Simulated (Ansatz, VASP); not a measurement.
**Be2Se: VASP beside Ansatz**

```xyz
6
Lattice="3.2262 0.0000 0.0000 0.0000 3.2262 0.0000 0.0000 0.0000 8.4436" Properties=species:S:1:pos:R:3 pbc="T T T"
Be    1.6131    1.6131    0.0000
Be    1.6131    0.0000    6.7320
Be    0.0000    0.0000    0.0000
Be    0.0000    1.6131    1.7115
Se    1.6131    0.0000    2.4126
Se    0.0000    1.6131    6.0309
```

Alike in both runs: functional PBE; k mesh 10 × 10 × 4; occupations gaussian, width 0.1 eV; no spin polarisation.

Ansatz relaxed the structure, and its values are those at the end. VASP's run is a single point on that final structure, the one shown.

|  | VASP | Ansatz |
| --- | --- | --- |
| version | VASP 6.6.1 | Ansatz 0.2.0 |
| potentials or method | VASP PAW PBE potentials, release 64 (Be, Se), cutoff 520 eV | scalar-relativistic, plane waves, PAW |
| valence electrons in the cell | 20 | 40 |

Ansatz gave:

* gap on the k mesh at the Fermi level (eV): none
* pressure (GPa): 0.0
* rms of the force components (eV/Å): 0.001

**Question.** What did VASP give for the same quantities?

**Answer.** gap on the k mesh at the Fermi level (eV): none; pressure (GPa): 0.1; rms of the force components (eV/Å): 0.004.

A gap of «none» marks a metal or a gap that the smearing closes. VASP's potentials hold 20 valence electrons a cell and Ansatz's 40, so a difference there can come from the potentials and not from the codes.
